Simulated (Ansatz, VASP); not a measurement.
## MgO: VASP beside Ansatz

INCAR

```
SYSTEM = MgO
ALGO     = Normal         ! electronic algorithm
EDIFF    = 1E-6           ! SCF threshold, eV
ENCUT    = 520            ! plane-wave cutoff, eV
GGA      = PS             ! functional
ISIF     = 2              ! what is computed and relaxed
ISMEAR   = 0              ! smearing method
LASPH    = .True.         ! aspherical terms in the spheres
LCHARG   = .False.        ! write CHGCAR
LREAL    = .False.        ! projectors in reciprocal space
LWAVE    = .False.        ! write WAVECAR
NBANDS   = 11             ! bands
NELM     = 80             ! most SCF steps
PREC     = Accurate       ! precision mode
SIGMA    = 0.05           ! smearing width, eV
```

KPOINTS

```
k-points
0
Gamma
  10 10 10
  0 0 0
```

POSCAR

```
MgO
1.0
    0.0000000000      1.9880901131      1.9880901131
    1.9880901131      0.0000000000      1.9880901131
    1.9880901131      1.9880901131      0.0000000000
Mg O
1 1
Direct
    0.0000000000      0.0000000000      0.0000000000
    0.5000000000      0.5000000000      0.5000000000
```

Input for Ansatz:

```yaml
crystal:
  lattice:
    - [0.0, 1.9880901131, 1.9880901131]
    - [1.9880901131, 0.0, 1.9880901131]
    - [1.9880901131, 1.9880901131, 0.0]
  atoms:
    - { symbol: Mg, position: [0.0, 0.0, 0.0] }
    - { symbol: O, position: [0.5, 0.5, 0.5] }
basis:
  ecutwfc: 420
  ecutrho_ratio: 4
kpoints:
  mp_grid: { grid: [10, 10, 10] }
hamiltonian:
  xc: pbesol
scf:
  occupations: { method: gaussian, width: 0.05 }
output:
  forces: true
  stress: true
  eigenvalues: true
```

Alike in both runs: task single point; functional PBEsol; k mesh 10 × 10 × 10; occupations gaussian, width 0.05 eV; no spin polarisation.

|  | VASP | Ansatz |
| --- | --- | --- |
| version | VASP 6.6.1 | Ansatz 0.2.0 |
| potentials or method | VASP PAW PBE potentials, release 64 (Mg, O), cutoff 520 eV | scalar-relativistic, plane waves, PAW |
| valence electrons in the cell | 8 | 16 |

|  | VASP | Ansatz | Ansatz less VASP |
| --- | --- | --- | --- |
| gap on the k mesh at the Fermi level (eV) | 6.50 | 6.49 | -0.012 |
| least direct gap on the mesh (eV) | 6.50 | 6.49 | -0.012 |

VASP's potentials were made for PBE, not for PBEsol. The functional is the same, so the differences come from potentials, cutoffs and numerics. VASP's potentials hold 8 valence electrons a cell and Ansatz's 16, so a difference there can come from the potentials and not from the codes.
